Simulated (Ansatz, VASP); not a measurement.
Pt in VASP and in Ansatz

POSCAR

```
Pt
1.0
    2.7606660000      0.0000000000      0.0000000000
   -1.3803330000      2.3908070000      0.0000000000
    0.0000000000      0.0000000000      4.7921340000
Pt
2
Direct
    0.6666666667      0.3333333333      0.7500000000
    0.3333333333      0.6666666667      0.2500000000
```

File INCAR.step1:

```
SYSTEM = Pt
PREC = Accurate
ENCUT = 520
ISMEAR = 1
SIGMA = 0.15
LREAL = .FALSE.
LASPH = .TRUE.
NELM = 100
NBANDS = 17
GGA = PE
ALGO = Normal
EDIFF = 1E-4
LWAVE = .TRUE.
LCHARG = .FALSE.
```

The input INCAR.step2:

```
SYSTEM = Pt
PREC = Accurate
ENCUT = 520
EDIFF = 1E-6
ISMEAR = 1
SIGMA = 0.15
LREAL = .FALSE.
LASPH = .TRUE.
NELM = 100
ALGO = Normal
ISIF = 2
LWAVE = .FALSE.
LCHARG = .FALSE.
METAGGA = R2SCAN
LMIXTAU = .TRUE.
NBANDS = 17
ISTART = 1
```

KPOINTS

```
Automatic mesh
0
G
  14 14 7
  0 0 0
```

Input for Ansatz:

```yaml
crystal:
  lattice:
    - [2.760666, 0.0, 0.0]
    - [-1.380333, 2.390807, 0.0]
    - [0.0, 0.0, 4.792134]
  atoms:
    - { symbol: Pt, position: [0.6666666666666666, 0.3333333333333333, 0.75] }
    - { symbol: Pt, position: [0.3333333333333333, 0.6666666666666666, 0.25] }
basis:
  ecutwfc: 503.410645550778
kpoints:
  mp_grid:
    grid: [14, 14, 7]
    shift: [0.0, 0.0, 0.0]
hamiltonian:
  xc: r2scan
scf:
  occupations:
    method: cold
    width: 0.15
output:
  stress: true
```

Alike in both runs: task single point; functional r2SCAN; k mesh 14 × 14 × 7; no spin polarisation.

```csv
,VASP,Ansatz
version,VASP 6.6.1,Ansatz 0.2.0
potentials or method,"VASP PAW PBE potentials, release 64 (Pt), cutoff 520 eV","plane waves, PAW"
occupations,"methfessel-paxton of order 1, width 0.15 eV","cold, width 0.15 eV"
valence electrons in the cell,20,36
```

|  | VASP | Ansatz | Ansatz less VASP |
| --- | --- | --- | --- |
| pressure (GPa) | -6.1 | -6.7 | -0.56 |
| traceless stress, the component that is largest in VASP (GPa) | 0.94 | 1.12 | +0.176 |

VASP's potentials were made for PBE, not for r2SCAN. VASP's potentials hold 20 valence electrons a cell and Ansatz's 36, so a difference there can come from the potentials and not from the codes.

Neither program's run includes spin-orbit coupling.
